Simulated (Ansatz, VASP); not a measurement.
## Two plane-wave programs on ScAl3N4

```
Sc Al N
1.0
     4.80527   -2.77338   -0.00713
    -3.20582   -0.01693   -4.85981
     3.23730    5.60528   -0.00138
Sc Al N
2 6 8
Cartesian
  1.5684 -0.9633 -0.1941
  3.2706 -1.8707 -2.5780
  4.7970 -0.8442 0.0442
  3.2508 1.9142 -0.0080
  6.4277 1.8319 -0.0311
  1.6351 1.0300 -2.3836
  4.8312 0.9487 -2.4349
  3.1693 3.6781 -2.5108
  1.4753 -0.8227 -2.8675
  0.1504 1.9566 -2.9959
  3.2487 1.8285 -2.9910
  1.5920 4.5345 -3.0136
  3.3630 -1.9412 -0.5102
  1.6165 1.0899 -0.4435
  4.7944 0.9673 -0.5415
  3.0955 3.6420 -0.6380
```

Alike in both runs: functional LDA; k mesh 6 × 6 × 4; occupations gaussian, width 0.02 eV; no spin polarisation.

Ansatz relaxed the structure, and its values are those at the end. VASP's run is a single point on that final structure, the one shown.

```csv
,VASP,Ansatz
version,VASP 6.6.1,Ansatz 0.2.0
potentials or method,"VASP PAW LDA potentials, release 64 (Sc_sv, Al, N), cutoff 600 eV","scalar-relativistic, plane waves, PAW"
valence electrons in the cell,80,80
```

```csv
,VASP,Ansatz,Ansatz less VASP
gap on the k mesh at the Fermi level (eV),3.25,3.27,+0.014
least direct gap on the mesh (eV),3.63,3.65,+0.012
pressure (GPa),0.8,0.0,-0.78
rms of the force components (eV/Å),0.022,0.000,-0.0214
```

Ansatz warns that its potentials were made for another functional, while VASP's fit it. LDA's correlation is that of Perdew and Zunger in VASP and of Perdew and Wang (1992) in Ansatz.
